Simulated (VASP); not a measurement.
A run of VASP 6.6.1 is set up as follows.

File INCAR:

```
SYSTEM = ZrB2
PREC = Accurate ; ENCUT = 520
EDIFF = 1E-7 ; ISMEAR = 0
SIGMA = 0.1 ; LREAL = .FALSE.
LASPH = .TRUE. ; NELM = 100
ALGO = Normal ; ISIF = 2
LWAVE = .FALSE. ; LCHARG = .FALSE.
GGA = PE ; NBANDS = 37
ISYM = 0
```

File KPOINTS:

```
Automatic mesh
0
G
  3 3 3
  0 0 0
```

POSCAR

```
ZrB2
1.0
    4.6539438099      0.7253729288      0.3085282495
    0.7848018076      4.6004259092      0.3731042392
    0.3613191954      0.3186968301      4.7716819143
Zr B
3 6
Direct
    0.8188395841      0.6454323059      0.8267632640
    0.1997392355      1.0077665213      0.6324595281
    0.4379306470      0.2831024729      1.0210677179
    0.3052949761      0.4892361084      0.4691961529
    0.6946361086      0.8322805508      0.3140260866
    0.9693881877      0.1175189968      0.1690767907
    0.3323837138      0.8016387630      0.1843279142
    0.6682946080      0.1733551907      0.4844380963
    0.9430060009      0.4585695998      0.3395055417
```

Potentials or basis: VASP PAW PBE potentials, release 64 (Zr_sv, B).

Launch:

```sh
$ cat potpaw_PBE.64/Zr_sv/POTCAR potpaw_PBE.64/B/POTCAR > POTCAR
$ mpirun -np 1 vasp_std > vasp.out
```

Q: Estimate the pressure.

A: 0.1 GPa.

Q: Predict the largest force.

A: 0.033 eV/Å.

Q: Predict the band gap on the k mesh.

A: Zero (bands 27 and 28 overlap by 0.61 eV).

Stress tensor (GPa, compression positive):
```
0.04 0.01 0.04
0.01 0.14 0.06
0.04 0.06 0.09
```

Caveat: the k points lie up to 0.48 Å⁻¹ apart, too coarse for converged energies and pressures of a metal.
